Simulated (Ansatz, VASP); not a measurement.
# One calculation of ZnAu, two programs

INCAR

```
SYSTEM = ZnAu
PREC     = Accurate       ! precision mode
ENCUT    = 520            ! plane-wave cutoff, eV
EDIFF    = 1E-7           ! SCF threshold, eV
ISMEAR   = -1             ! smearing method
SIGMA    = 0.05           ! smearing width, eV
LREAL    = .False.        ! projectors in reciprocal space
LASPH    = .True.         ! aspherical terms in the spheres
NELM     = 100            ! most SCF steps
ALGO     = Normal         ! electronic algorithm
ISIF     = 2              ! what is computed and relaxed
LWAVE    = .False.        ! write WAVECAR
LCHARG   = .True.         ! write CHGCAR
GGA      = PS             ! functional
LELF     = .True.         ! ELF
LVHAR    = .True.       
NBANDS   = 18             ! bands
```

Contents of KPOINTS:

```
Automatic mesh
0
Gamma
  10 10 10
  0 0 0
```

POSCAR

```
ZnAu
1.0
    3.1470000000      0.0000000000      0.0000000000
    0.0000000000      3.1470000000      0.0000000000
    0.0000000000      0.0000000000      3.1470000000
Zn Au
1 1
Direct
    0.5250000000      0.5250000000      0.5250000000
   -0.0250000000     -0.0250000000     -0.0250000000
```

Input for Ansatz:

```yaml
crystal:
  lattice:
    - [3.147, 0.0, 0.0]
    - [0.0, 3.147, 0.0]
    - [0.0, 0.0, 3.147]
  atoms:
    - { symbol: Zn, position: [0.525, 0.525, 0.525] }
    - { symbol: Au, position: [-0.025, -0.025, -0.025] }
kpoints:
  mp_grid: { grid: [10, 10, 10] }
scf:
  occupations: { method: fermi_dirac, width: 0.05 }
hamiltonian:
  xc: pbesol
  pseudopotentials: { kind: all_electron, lapw: { basis_error: 0.001 } }
output:
  forces: true
  stress: true
  eigenvalues: true
  populations: true
```

Change from the starting cell: shortest bond scaled by 1.1, LAPW.

Alike in both runs: task single point; functional PBEsol; k mesh 10 × 10 × 10; occupations fermi-dirac, width 0.05 eV; no spin polarisation.

|  | VASP | Ansatz |
| --- | --- | --- |
| version | VASP 6.6.1 | Ansatz 0.2.0 |
| potentials or method | VASP PAW PBE potentials, release 64 (Zn, Au), cutoff 520 eV | all-electron LAPW, scalar-relativistic |

|  | VASP | Ansatz | Ansatz less VASP |
| --- | --- | --- | --- |
| pressure (GPa) | 1.7 | 1.5 | -0.20 |
| traceless stress, the component that is largest in VASP (GPa) | 2.75 | 2.70 | -0.047 |
| rms of the force components (eV/Å) | 0.708 | 0.695 | -0.0137 |

VASP's potentials were made for PBE, not for PBEsol. Atom by atom the forces differ by 0.014 eV/Å (rms over components). Ansatz ran all-electron here, and VASP with PAW potentials.

Neither program's run includes spin-orbit coupling.
